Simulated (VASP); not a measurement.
# NaAl5O2 in VASP: a series of runs, part 2 of 2

VASP 6.6.1. Earlier steps stand in the parts before.

## Step 3: Single point, PBE

This run uses another cell than the first one: it holds 8 atoms, not 16.

The input, INCAR:

```
  PREC = Accurate
  ENCUT = 520
  EDIFF = 1E-6
  ISMEAR = 0
  SIGMA = 0.2
  LREAL = False
  LASPH = True
  NELM = 80
  ALGO = Normal
  ISIF = 2
  LWAVE = False
  LCHARG = False
  GGA = PE
  NBANDS = 27
```

The input, KPOINTS:

```
regular mesh
0
Gamma
  6 6 6
```

The input, POSCAR:

```
NaAl5O2
1.0
    1.4465525110      0.8351674816     14.5594191439
   -1.4465525110      0.8351674816     14.5594191439
    0.0000000000     -1.6703349632     14.5594191439
Na Al O
1 5 2
Direct
    0.0000000000      0.0000000000      0.0000000000
    0.2714694946      0.2714694946      0.2714694946
    0.7285305054      0.7285305054      0.7285305054
    0.8868090013      0.8868090013      0.8868090013
    0.1131909987      0.1131909987      0.1131909987
    0.5000000000      0.5000000000      0.5000000000
    0.6286284608      0.6286284608      0.6286284608
    0.3713715392      0.3713715392      0.3713715392
```

Potentials or basis: VASP PAW PBE potentials, release 64 (Na_pv, Al, O).

Launch:

```sh
$ cat potpaw_PBE.64/Na_pv/POTCAR potpaw_PBE.64/Al/POTCAR potpaw_PBE.64/O/POTCAR > POTCAR
$ mpirun -np 1 vasp_std > vasp.out
```

OUTCAR:

```text
PREC = Accurate
   ENCUT = 520
   EDIFF = 1E-6
   ISMEAR = 0
   LREAL = False
   LASPH = True
   NELM = 80
   ISIF = 2
   GGA = PE

 ion  position               nearest neighbor table
   1  0.000  0.000  0.000-   7 2.36   8 2.36   7 2.36   7 2.36   8 2.36   8 2.36
   2  0.271  0.271  0.271-   7 1.97   7 1.97   7 1.97   4 2.80   4 2.80   4 2.80
   3  0.729  0.729  0.729-   8 1.97   8 1.97   8 1.97   5 2.80   5 2.80   5 2.80
   4  0.887  0.887  0.887-   2 2.80   2 2.80   2 2.80   6 2.87   6 2.87   6 2.87
   5  0.113  0.113  0.113-   3 2.80   3 2.80   3 2.80   6 2.87   6 2.87   6 2.87
   6  0.500  0.500  0.500-   5 2.87   4 2.87   5 2.87   5 2.87   4 2.87   4 2.87
   7  0.629  0.629  0.629-   2 1.97   2 1.97   2 1.97   1 2.36   1 2.36   1 2.36
   8  0.371  0.371  0.371-   3 1.97   3 1.97   3 1.97   1 2.36   1 2.36   1 2.36

  LATTYP: Found a trigonal (rhomboedric) cell.
 ALAT       =    14.6549208356
 COS(alpha) =     0.9805136074

  Lattice vectors:

 A1 = (   1.4465525110,   0.8351674816,  14.5594191439)
 A2 = (  -1.4465525110,   0.8351674816,  14.5594191439)
 A3 = (   0.0000000000,  -1.6703349632,  14.5594191439)

Analysis of symmetry for initial positions (statically):
=====================================================================
 Subroutine PRICEL returns:
 Original cell was already a primitive cell.

 Routine SETGRP: Setting up the symmetry group for a
 trigonal (rhombohedral) supercell.

 Subroutine GETGRP returns: Found 12 space group operations
 (whereof 12 operations were pure point group operations)
 out of a pool of 12 trial point group operations.

The static configuration has the point symmetry D_3d.

Analysis of symmetry for dynamics (positions and initial velocities):
=====================================================================
 Subroutine PRICEL returns:
 Original cell was already a primitive cell.

 Routine SETGRP: Setting up the symmetry group for a
 trigonal (rhombohedral) supercell.

 Subroutine GETGRP returns: Found 12 space group operations
 (whereof 12 operations were pure point group operations)
 out of a pool of 12 trial point group operations.

The dynamic configuration has the point symmetry D_3d.

 Subroutine INISYM returns: Found 12 space group operations
 (whereof 12 operations are pure point group operations),
 and found     1 'primitive' translations

----------------------------------------------------------------------------------------

                                     Primitive cell

  volume of cell :     105.5366

  direct lattice vectors                    reciprocal lattice vectors
     1.446552511  0.835167482 14.559419144     0.345649395  0.199560771  0.022894686
    -1.446552511  0.835167482 14.559419144    -0.345649395  0.199560771  0.022894686
     0.000000000 -1.670334963 14.559419144     0.000000000 -0.399121542  0.022894686

  length of vectors
    14.654920836 14.654920836 14.654920836     0.399777653  0.399777653  0.399777653

  position of ions in fractional coordinates (direct lattice)
     0.000000000  0.000000000  0.000000000
     0.271469495  0.271469495  0.271469495
     0.728530505  0.728530505  0.728530505
     0.886809001  0.886809001  0.886809001
     0.113190999  0.113190999  0.113190999
[... 40 lines left out ...]

 Following reciprocal coordinates:
            Coordinates               Weight
  0.000000  0.000000  0.000000      1.000000
  0.166667  0.000000  0.000000      6.000000
  0.333333  0.000000  0.000000      6.000000
  0.500000  0.000000  0.000000      3.000000
  0.166667  0.166667  0.000000      6.000000
  0.333333  0.166667  0.000000     12.000000
[... 16 lines left out ...]
  0.500000  0.500000  0.166667      6.000000
 -0.333333  0.500000  0.166667     12.000000
 [... further k-points ...]
   k-points           NKPTS =     32   k-points in BZ     NKDIM =     32   number of bands    NBANDS=     27
   number of dos      NEDOS =    301   number of ions     NIONS =      8
   total plane-waves  NPLWV = ******
   dimension x,y,z NGX =   112 NGY =  112 NGZ =  112
   dimension x,y,z NGXF=   224 NGYF=  224 NGZF=  224
   ions per type =               1   5   2
   NGX,Y,Z   is equivalent  to a cutoff of  12.71, 12.71, 12.71 a.u.
   NGXF,Y,Z  is equivalent  to a cutoff of  25.41, 25.41, 25.41 a.u.
 SYSTEM =  unknown system
   PREC   = accura    normal or accurate (medium, high low for compatibility)
   ISTART =      0    job   : 0-new  1-cont  2-samecut
   ICHARG =      2    charge: 1-file 2-atom 10-const
   ISPIN  =      1    spin polarized calculation?
   LNONCOLLINEAR =      F non collinear calculations
   LSORBIT =      F    spin-orbit coupling
   LASPH  =      T    aspherical Exc in radial PAW
   ENCUT  =  520.0 eV  38.22 Ry    6.18 a.u.  27.25 27.25 27.25*2*pi/ulx,y,z
   NELM   =     80;   NELMIN=  2; NELMDL= -5     # of ELM steps
   EDIFF  = 0.1E-05   stopping-criterion for ELM
   LREAL  =      F    real-space projection
   EDIFFG = 0.1E-04   stopping-criterion for IOM
   NSW    =      0    number of steps for IOM
   IBRION =     -1    ionic relax: 0-MD 1-quasi-New 2-CG
   NFREE  =      0    steps in history (QN), initial steepest desc. (CG)
   ISIF   =      2    stress and relaxation
   ISYM   =      2    0-nonsym 1-usesym 2-fastsym
   POTIM  = 0.5000    time-step for ionic-motion
   TEBEG  =    0.0;   TEEND  =   0.0 temperature during run
   PSTRESS=    0.0 pullay stress
   NELECT =      34.0000    total number of electrons
   NUPDOWN=      -1.0000    fix difference up-down
   EMIN   =  10.00;   EMAX   =-10.00  energy-range for DOS
   EFERMI =   0.00;   METHOD = LEGACY
   ISMEAR =     0;   SIGMA  =   0.20  broadening in eV -4-tet -1-fermi 0-gaus
   EFERMI_NEDOS =   21; number of points for ismear=-14 and -15
   IALGO  =     38    algorithm
   IMIX   =      4    mixing-type and parameters
     AMIX     =   0.40;   BMIX     =  1.00
     AMIX_MAG =   1.60;   BMIX_MAG =  1.00
  volume/ion in A,a.u.               =      13.19        89.02
  Fermi-wavevector in a.u.,A,eV,Ry     =   1.122277  2.120796 17.136619  1.259506
  Thomas-Fermi vector in A             =   2.258936
   LORBIT       =      0    0 simple, 1 ext, 2 COOP (PROOUT), +10 PAW based schemes
   GGA     = PE    functional components
   LHFCALC =     F    Hartree Fock is set to
   AEXX    =    0.0000 exact exchange contribution
   IVDW    =     0    specifies the selected vdW correction
   LEPSILON=     F    determine dielectric tensor
   LRPA    =     F    only Hartree local field effects (RPA)
 non-spin polarized calculation
 Gauss-broadening in eV      SIGMA  =   0.20
  energy-cutoff  :      520.00
  volume of cell :      105.54
 maximum number of plane-waves:      2898
 NGX is ok and might be reduce to   112

 number of electron      34.0000003 magnetization

 Free energy of the ion-electron system (eV)
  ---------------------------------------------------
  ext. energy  EPLUGINS =         0.00000000
  ---------------------------------------------------
  free energy    TOTEN  =       -38.99250431 eV

  energy without entropy =      -38.93325807  energy(sigma->0) =      -38.96288119

 E-fermi :   8.0401     XC(G=0): -10.4318

 val. band max:        8.0268215460   @ k =  -0.3333   0.1667   0.1667
 cond. band min:       8.0430956290   @ k =   0.5000   0.0000   0.0000
 fundamental gap:      0.0162740829
 Fermi energy:         8.0401136656

 k-point     1 :       0.0000    0.0000    0.0000
  band No.  band energies     occupation
      1     -17.4490      2.00000
      2     -17.2758      2.00000
      3     -17.2758      2.00000
      4     -13.4473      2.00000
      5     -13.2204      2.00000
      6      -2.7638      2.00000
[... 709 lines left out ...]
     26      13.1014      0.00000
     27      13.6973      0.00000

 [... further k-points ...]
[... 5 lines left out ...]
  --------------------------------------------------------------------------------------
  -------------------------------------------------------------------------------------
  Total        0.0857498      0.0857498      0.4978903      0.0000000      0.0000000      0.0000000
  in kB        1.3017892      1.3017892      7.5585973      0.0000000      0.0000000      0.0000000
  external PRESSURE =       3.3873919 kB  Pullay stress =       0.0000000 kB

 VOLUME and BASIS-vectors are now :
 -----------------------------------------------------------------------------
  energy-cutoff  :      520.00
  volume of cell :      105.54
      direct lattice vectors                 reciprocal lattice vectors
     1.446552511  0.835167482 14.559419144     0.345649395  0.199560771  0.022894686
    -1.446552511  0.835167482 14.559419144    -0.345649395  0.199560771  0.022894686
     0.000000000 -1.670334963 14.559419144     0.000000000 -0.399121542  0.022894686

 POSITION                                       TOTAL-FORCE (eV/Angst)
 -----------------------------------------------------------------------------------
      0.00000      0.00000      0.00000         0.000000     -0.000000      0.000000
      0.00000      0.00000     11.85731         0.000000      0.000000      0.027894
      0.00000      0.00000     31.82094         0.000000     -0.000000     -0.027894
      0.00000      0.00000     38.73427         0.000000     -0.000000      0.015094
      0.00000      0.00000      4.94399         0.000000      0.000000     -0.015094
      0.00000      0.00000     21.83913         0.000000     -0.000000      0.000000
      0.00000      0.00000     27.45740         0.000000     -0.000000     -0.089099
      0.00000      0.00000     16.22086         0.000000     -0.000000      0.089099
 -----------------------------------------------------------------------------------
    total drift:                               -0.000000     -0.000000      0.000000

  FREE ENERGIE OF THE ION-ELECTRON SYSTEM (eV)
  ---------------------------------------------------
  free  energy   TOTEN  =       -38.9925043108 eV

  energy  without entropy=      -38.9332580673  energy(sigma->0) =      -38.96288119
```

It took 30 min on 1 thread of Intel Xeon 6975P-C (Granite Rapids), shared host; peak memory 2.2 GiB.

What came out:

| Item | Value |
| --- | --- |
| Free energy | -38.9925 eV |
| Pressure | 0.3 GPa |
| Largest force | 0.089 eV/Å |
| Band gap on the k mesh | zero (band 17 reaches 9.80 eV, above the bottom of band 18 at 6.87 eV) |

Forces in eV/Å, atoms in the order of the input:
```
Na   0.000  0.000  0.000
Al   0.000  0.000  0.028
Al   0.000  0.000 -0.028
Al   0.000  0.000  0.015
Al   0.000  0.000 -0.015
Al   0.000  0.000  0.000
O    0.000  0.000 -0.089
O    0.000  0.000  0.089
```

Levels at points of the mesh, in eV from the Fermi level:
```tsv
k point	band 13	band 14	band 15	band 16	band 17	band 18	band 19	band 20	band 21	band 22
(0.00, 0.00, 0.00)	-4.69	-4.69	-4.40	-2.39	0.67	1.50	4.06	4.83	6.79	9.48
(0.50, 0.00, 0.00)	-4.77	-4.04	-3.79	-2.84	-1.94	-0.31	0.00	2.25	2.50	4.64
(0.50, 0.50, 0.00)	-4.77	-4.05	-3.80	-2.84	-1.88	-0.35	-0.07	2.34	2.68	4.29
(0.50, 0.50, 0.50)	-4.73	-4.69	-4.69	-1.90	-0.12	2.57	3.12	5.52	6.35	9.88
```

Caveat: the k points lie up to 0.42 Å⁻¹ apart.
